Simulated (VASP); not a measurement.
A run of VASP 6.6.1 is set up as follows.

File POSCAR:

```
SnSe2
1.0
    3.8109987816      0.0000000000      0.0000000000
   -1.9054993908      3.3004217586      0.0000000000
    0.0000000000      0.0000000000      6.0142600000
Sn Se
1 2
Direct
    0.0000000000      0.0000000000      0.0000000000
    0.3333333333      0.6666666667      0.2500000000
    0.6666666667      0.3333333333      0.7500000000
```

The input INCAR.step1:

```
SYSTEM = SnSe2
PREC     = Accurate       ! precision mode
ENCUT    = 520            ! plane-wave cutoff, eV
ISMEAR   = 0              ! smearing method
SIGMA    = 0.05           ! smearing width, eV
LREAL    = .FALSE.        ! projectors in reciprocal space
LASPH    = .TRUE.         ! aspherical terms in the spheres
NELM     = 100            ! most SCF steps
NBANDS   = 20             ! bands
GGA      = PE             ! functional
ALGO     = Normal         ! electronic algorithm
EDIFF    = 1E-4           ! SCF threshold, eV
LWAVE    = .TRUE.         ! write WAVECAR
LCHARG   = .FALSE.        ! write CHGCAR
```

File INCAR.step2:

```
SYSTEM = SnSe2
PREC     = Accurate       ! precision mode
ENCUT    = 520            ! plane-wave cutoff, eV
EDIFF    = 1E-6           ! SCF threshold, eV
ISMEAR   = 0              ! smearing method
SIGMA    = 0.05           ! smearing width, eV
LREAL    = .FALSE.        ! projectors in reciprocal space
LASPH    = .TRUE.         ! aspherical terms in the spheres
NELM     = 100            ! most SCF steps
ALGO     = Normal         ! electronic algorithm
ISIF     = 2              ! what is computed and relaxed
LWAVE    = .FALSE.        ! write WAVECAR
LCHARG   = .TRUE.         ! write CHGCAR
METAGGA  = R2SCAN         ! meta-GGA
LMIXTAU  = .TRUE.       
LELF     = .TRUE.         ! ELF
LVHAR    = .TRUE.       
NBANDS   = 20             ! bands
ISTART   = 1
```

KPOINTS

```
Automatic mesh
0
G
  9 9 6
  0 0 0
```

Potentials or basis: VASP PAW PBE potentials, release 64 (Sn_d, Se).

Command:

```sh
$ cat potpaw_PBE.64/Sn_d/POTCAR potpaw_PBE.64/Se/POTCAR > POTCAR
$ cp INCAR.step1 INCAR
$ mpirun -np 1 vasp_std > vasp.out
$ cp INCAR.step2 INCAR
$ mpirun -np 1 vasp_std > vasp.out
```

Q: Estimate the pressure.

A: 5.0 GPa.

Q: Predict the largest force.

A: 0.776 eV/Å.

Q: Predict the band gap on the k mesh.

A: 0.92 eV, indirect (least direct gap 1.39 eV).

Forces on the atoms (eV/Å):
```
Sn   0.000  0.000  0.000
Se   0.000  0.000  0.776
Se   0.000  0.000 -0.776
```

Caveat: the cell differs from its parent crystal (strain -0.0200 x Voigt [0, 0, 1, 0, 0, 0]); the PAW data sets were made with another functional, which shifts forces and pressure a little; spin-orbit coupling is left out, which moves the levels of the heavy elements. A k mesh can miss the band edges.
